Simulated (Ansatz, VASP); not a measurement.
PbI2: VASP beside Ansatz

Contents of POSCAR:

```
PbI2
1.0
    4.7405933601      0.0000000000      0.0000000000
   -2.3702966801      4.1054742788      0.0000000000
    0.0000000000      0.0000000000      7.0410821077
Pb I
1 2
Direct
    0.0000000000      0.0000000000      0.0000000000
    0.3333333333      0.6666666667      0.2549731332
    0.6666666667      0.3333333333      0.7450268668
```

File INCAR.step1:

```
  PREC = Accurate
  ENCUT = 550
  ISMEAR = 0
  SIGMA = 0.01
  LREAL = F
  LASPH = T
  NELM = 120
  NBANDS = 21
  GGA = PE
  ALGO = Normal
  EDIFF = 1E-5
  LWAVE = T
  LCHARG = F
  GGA_COMPAT = F
```

Contents of INCAR.step2:

```
  PREC = Accurate
  ENCUT = 550
  EDIFF = 1E-6
  ISMEAR = 0
  SIGMA = 0.01
  LREAL = F
  LASPH = T
  NELM = 120
  ALGO = Normal
  ISIF = 2
  LWAVE = F
  LCHARG = F
  METAGGA = R2SCAN
  LMIXTAU = T
  NBANDS = 21
  ISTART = 1
  GGA_COMPAT = F
```

The input KPOINTS:

```
Automatic mesh
0
Gamma
  6 6 4
```

Input for Ansatz:

```yaml
crystal:
  lattice:
    - [4.7405933601, 0.0, 0.0]
    - [-2.3702966801, 4.1054742788, 0.0]
    - [0.0, 0.0, 7.0410821077]
  atoms:
    - { symbol: Pb, position: [0.0, 0.0, 0.0] }
    - { symbol: I, position: [0.3333333333, 0.6666666667, 0.2549731332] }
    - { symbol: I, position: [0.6666666667, 0.3333333333, 0.7450268668] }
kpoints:
  mp_grid: { grid: [6, 6, 4] }
  band_path:
    path:
      - [0.0, 0.0, 0.0]
      - [0.5, 0.0, 0.0]
      - [0.3333333333, 0.3333333333, 0.0]
      - [0.0, 0.0, 0.5]
      - [0.5, 0.0, 0.5]
      - [0.3333333333, 0.3333333333, 0.5]
    npoints: 1
hamiltonian:
  xc: r2scan
scf:
  occupations: { method: fixed }
  n_extra_bands: 4
output:
  forces: true
  stress: true
  eigenvalues: true
```

Change from the starting cell: biaxial_xy strain +3.8%.

Alike in both runs: task single point; functional r2SCAN; k mesh 6 × 6 × 4; no spin polarisation.

```csv
,VASP,Ansatz
version,VASP 6.6.1,Ansatz 0.2.0
potentials or method,"VASP PAW PBE potentials, release 64 (Pb_d, I)","plane waves, PAW"
plane-wave cutoff (eV),550,500
occupations,"gaussian, width 0.01 eV",fixed
valence electrons in the cell,28,48
```

```csv
,VASP,Ansatz,Ansatz less VASP
gap on the k mesh at the Fermi level (eV),2.55,2.55,+0.002
pressure (GPa),-0.3,-0.3,+0.01
"traceless stress, the component that is largest in VASP (GPa)",0.46,0.46,+0.001
```

VASP's potentials were made for PBE, not for r2SCAN. VASP's potentials hold 28 valence electrons a cell and Ansatz's 48, so a difference there can come from the potentials and not from the codes.

Spin-orbit coupling is off throughout.
